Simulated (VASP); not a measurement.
A run of VASP 6.6.1:

INCAR

```
PREC     = Accurate       # precision mode
ENCUT    = 520            # plane-wave cutoff, eV
EDIFF    = 1E-6           # SCF threshold, eV
ISMEAR   = 0              # smearing method
SIGMA    = 0.1            # smearing width, eV
LREAL    = False          # projectors in reciprocal space
LASPH    = True           # aspherical terms in the spheres
NELM     = 150            # most SCF steps
ALGO     = Normal         # electronic algorithm
ISIF     = 2              # what is computed and relaxed
LWAVE    = False          # write WAVECAR
LCHARG   = False          # write CHGCAR
ISPIN    = 2              # spin polarisation
MAGMOM   = 1 1 1 0 0 0 0 0 0 # initial moments
LORBIT   = 11             # projections on sites
LMAXMIX  = 4              # l up to which the mixer works
GGA      = PE             # functional
NBANDS   = 35             # bands
```

KPOINTS

```
regular mesh
0
Gamma
  4 4 4
```

The input POSCAR:

```
Zr2TiH6
1.0
    0.0000000000      3.4011842557      3.4011842557
    3.4011842557      0.0000000000      3.4011842557
    3.4011842557      3.4011842557      0.0000000000
Zr Ti H
2 1 6
Direct
    0.2500000000      0.2500000000      0.2500000000
    0.7500000000      0.7500000000      0.7500000000
    0.0000000000      0.0000000000      0.0000000000
    0.7296253537      0.2703746463      0.2703746463
    0.2703746463      0.7296253537      0.7296253537
    0.2703746463      0.7296253537      0.2703746463
    0.7296253537      0.2703746463      0.7296253537
    0.2703746463      0.2703746463      0.7296253537
    0.7296253537      0.7296253537      0.2703746463
```

Potentials or basis: VASP PAW PBE potentials, release 64 (Zr_sv, Ti_sv, H).

Run with:

```sh
$ cat potpaw_PBE.64/Zr_sv/POTCAR potpaw_PBE.64/Ti_sv/POTCAR potpaw_PBE.64/H/POTCAR > POTCAR
$ mpirun -np 1 vasp_std > vasp.out
```

Hardware: 1 thread of Intel(R) Xeon(R) Platinum 8488C (Sapphire Rapids), on a shared host.

Estimate the wall time of this run.

Wall time 32 s on 1 thread of Intel(R) Xeon(R) Platinum 8488C (Sapphire Rapids), with other jobs on the host, peak memory 0.25 GiB. Counts: scf iterations 15, k points 8.
